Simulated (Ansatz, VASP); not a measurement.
# Two plane-wave programs on MoS2

Contents of INCAR:

```
PREC = Accurate
ENCUT = 520
EDIFF = 1E-6
ISMEAR = 0
SIGMA = 0.1
LREAL = F
LASPH = T
NELM = 150
ALGO = Normal
ISIF = 2
LWAVE = F
LCHARG = F
ISPIN = 2
MAGMOM = 1 1 0 0 0 0
LORBIT = 11
LMAXMIX = 4
GGA = PS
NBANDS = 39
```

File KPOINTS:

```
regular mesh
0
Gamma
  6 6 1
```

Contents of POSCAR:

```
MoS2
1.0
    3.1845414560      0.0000000000      0.0000000000
   -1.5922707280      2.7578938003      0.0000000000
    0.0000000000      0.0000000000     21.6705347200
Mo S
2 4
Direct
    0.6666666700      0.3333333300      0.1488397700
    0.3333333300      0.6666666700      0.8511602300
    0.3333333300      0.6666666700      0.2203746100
    0.6666666700      0.3333333300      0.9227490000
    0.3333333300      0.6666666700      0.0772510000
    0.6666666700      0.3333333300      0.7796253900
```

Input for Ansatz:

```yaml
crystal:
  lattice:
    - [3.184541456, 0.0, 0.0]
    - [-1.592270728, 2.7578938003, 0.0]
    - [0.0, 0.0, 21.67053472]
  atoms:
    - { symbol: Mo, position: [0.66666667, 0.33333333, 0.14883977], spin: 1.0 }
    - { symbol: Mo, position: [0.33333333, 0.66666667, 0.85116023], spin: 1.0 }
    - { symbol: S, position: [0.33333333, 0.66666667, 0.22037461] }
    - { symbol: S, position: [0.66666667, 0.33333333, 0.922749] }
    - { symbol: S, position: [0.33333333, 0.66666667, 0.077251] }
    - { symbol: S, position: [0.66666667, 0.33333333, 0.77962539] }
basis:
  ecutwfc: 420
kpoints:
  mp_grid: { grid: [6, 6, 1] }
hamiltonian:
  xc: pbesol
scf:
  occupations: { method: gaussian, width: 0.1 }
  lower_state_search: "off"
output:
  forces: true
  stress: true
  eigenvalues: true
  populations: true
magnetization:
  spin_polarized: true
```

Alike in both runs: task single point; functional PBEsol; k mesh 6 × 6 × 1; occupations gaussian, width 0.1 eV; collinear spin.

```csv
,VASP,Ansatz
version,VASP 6.6.1,Ansatz 0.2.0
potentials or method,"VASP PAW PBE potentials, release 64 (Mo_sv, S), cutoff 520 eV","scalar-relativistic, plane waves, PAW"
valence electrons in the cell,52,52
```

|  | VASP | Ansatz | Ansatz less VASP |
| --- | --- | --- | --- |
| gap on the k mesh at the Fermi level (eV) | 1.25 | 1.24 | -0.014 |
| least direct gap on the mesh (eV) | 1.64 | 1.63 | -0.005 |
| rms of the force components (eV/Å) | 0.056 | 0.057 | +0.0010 |
| net moment per atom (μB) | 0.00 | 0.00 | 0.000 |

VASP's potentials were made for PBE, not for PBEsol. Atom by atom the forces differ by 0.001 eV/Å (rms over components). The functional is the same, so the differences come from potentials, cutoffs and numerics. Ansatz's warnings: seeded moment not kept.
